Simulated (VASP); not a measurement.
Here is a VASP 6.6.1 calculation.

Contents of INCAR:

```
SYSTEM = WS2
PREC     = Accurate       ! precision mode
ENCUT    = 520            ! plane-wave cutoff, eV
EDIFF    = 1E-6           ! SCF threshold, eV
ISMEAR   = 0              ! smearing method
SIGMA    = 0.05           ! smearing width, eV
LREAL    = .FALSE.        ! projectors in reciprocal space
LASPH    = .TRUE.         ! aspherical terms in the spheres
NELM     = 100            ! most SCF steps
ALGO     = Normal         ! electronic algorithm
ISIF     = 2              ! what is computed and relaxed
LWAVE    = .FALSE.        ! write WAVECAR
LCHARG   = .FALSE.        ! write CHGCAR
GGA      = CA             ! functional
NBANDS   = 35             ! bands
```

File KPOINTS:

```
regular mesh
0
G
  12 12 4
  0 0 0
```

The input POSCAR:

```
WS2
1.0
    3.1799996605      0.0000000000      0.0000000000
   -1.5899998303      2.7539604900      0.0000000000
    0.0000000000      0.0000000000     12.5000000000
W S
2 4
Direct
    0.3333333333      0.6666666667      0.2500000000
    0.6666666667      0.3333333333      0.7500000000
    0.5220125988      0.8553459321      0.6200000000
    0.6666666667      0.3333333333      0.1200000000
    0.3333333333      0.6666666667      0.8800000000
    0.6666666667      0.3333333333      0.3800000000
```

Potentials or basis: VASP PAW LDA potentials, release 64 (W_sv, S).

Command:

```sh
$ cat potpaw_LDA.64/W_sv/POTCAR potpaw_LDA.64/S/POTCAR > POTCAR
$ mpirun -np 1 vasp_std > vasp.out
```

(1) What does it give for the largest force?

(2) What does it give for the pressure?

(3) What does it give for the band gap on the k mesh?

Results:

(1) 5.722 eV/Å.

(2) -6.1 GPa.

(3) 0.34 eV (least direct gap 0.35 eV).

Caveat: the cell differs from its parent crystal (atom 3 (S) moved -0.600 Å towards its neighbour atom 3 (S) at 3.180 Å); the cell stands under tension; spin-orbit coupling is left out, which moves the levels of the heavy elements; forces of over 1 eV/Å act on the atoms, so gaps and moduli don't describe the material at rest.
